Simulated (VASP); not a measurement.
TiCo, 2 atoms in the cell. Symmetry: Pm-3m, No. 221, cubic system. The conventional cell has a = 2.986 Å, b = 2.986 Å, c = 2.986 Å, α = 90.00°, β = 90.00°, γ = 90.00°. Co (site symmetry m-3m) has 8 Ti at 2.59 Å and 6 Co at 2.99 Å within 3.4 Å. Within 3.4 Å of Ti (site symmetry m-3m) lie 8 Co at 2.59 Å and 6 Ti at 2.99 Å. 

* Program: VASP 6.6.1
* Task: relaxation of cell and atoms
* Functional: PBEsol
* Potentials or basis: VASP PAW PBE potentials, release 64 (Co, Ti_sv)
* Cutoff: 600 eV
* k mesh: 9 × 9 × 9
* Occupations: fermi-dirac, width 0.05 eV
* Spin: collinear spin, ferromagnetic start
* Starting moments: [2.0, 1.0] μB
* Target pressure: 30 GPa
* Dipole correction: no
* Further INCAR settings: ALGO = Normal; EDIFF = 1e-06; IBRION = 2; EDIFFG = -0.005; NSW = 80; ISIF = 3

Potentials or basis: VASP PAW PBE potentials, release 64 (Co, Ti_sv).

Command:

```console
$ cat potpaw_PBE.64/Co/POTCAR potpaw_PBE.64/Ti_sv/POTCAR > POTCAR
$ mpirun -np 1 vasp_std > vasp.out
```

Hardware: 1 thread of Intel(R) Xeon(R) Platinum 8488C (Sapphire Rapids) (shared host).

Task: Estimate the wall time of this run.

Result: Run time: 93 s on 1 thread of Intel(R) Xeon(R) Platinum 8488C (Sapphire Rapids), on a shared host, peak memory 0.18 GiB. Counts: scf iterations 85, k points 35, ion steps 7.
